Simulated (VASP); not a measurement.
Set up this calculation in VASP 6.6.1, as the native input.

| Quantity | Value |
| --- | --- |
| Task | single point |
| Functional | PBE |
| Potentials or basis | VASP PAW PBE potentials, release 64 (Mg, O) |
| Cutoff | 520 eV |
| k mesh | 10 × 10 × 10 |
| Occupations | fermi-dirac, width 0.02 eV |
| Spin | no spin polarisation |
| Dipole correction | no |
| Further INCAR settings | ALGO = Normal; EDIFF = 1e-07; NBANDS = 11 |

The structure of MgO lies in POSCAR:

```
MgO
1.0
    0.0000000000      2.1021674155      2.0391023930
    2.1021674155      0.0000000000      2.0391023930
    2.1021674155      2.1021674155      0.0000000000
Mg O
1 1
Direct
    0.0000000000      0.0000000000      0.0000000000
    0.5000000000      0.5000000000      0.5000000000
```

This cell differs from its parent crystal: uniaxial z strain -3.0%.

These files were run (other wordings do the same):

INCAR

```
PREC     = Accurate       # precision mode
ENCUT    = 520            # plane-wave cutoff, eV
EDIFF    = 1E-7           # SCF threshold, eV
ISMEAR   = -1             # smearing method
SIGMA    = 0.02           # smearing width, eV
LREAL    = False          # projectors in reciprocal space
LASPH    = True           # aspherical terms in the spheres
NELM     = 60             # most SCF steps
ALGO     = Normal         # electronic algorithm
ISIF     = 2              # what is computed and relaxed
LWAVE    = False          # write WAVECAR
LCHARG   = False          # write CHGCAR
GGA      = PE             # functional
NBANDS   = 11             # bands
```

KPOINTS

```
regular mesh
0
Gamma
  10 10 10
```

Potentials or basis: VASP PAW PBE potentials, release 64 (Mg, O).

Command:

```bash
$ cat potpaw_PBE.64/Mg/POTCAR potpaw_PBE.64/O/POTCAR > POTCAR
$ mpirun -np 1 vasp_std > vasp.out
```

It gave:

The pressure is 10.8 GPa and the band gap on the k mesh is 5.06 eV, direct.

Caveat: the cell differs from its parent crystal (uniaxial z strain -3.0%).

Wall time 15 s on 1 thread of Intel Xeon 6975P-C (shared host), peak memory 0.15 GiB.
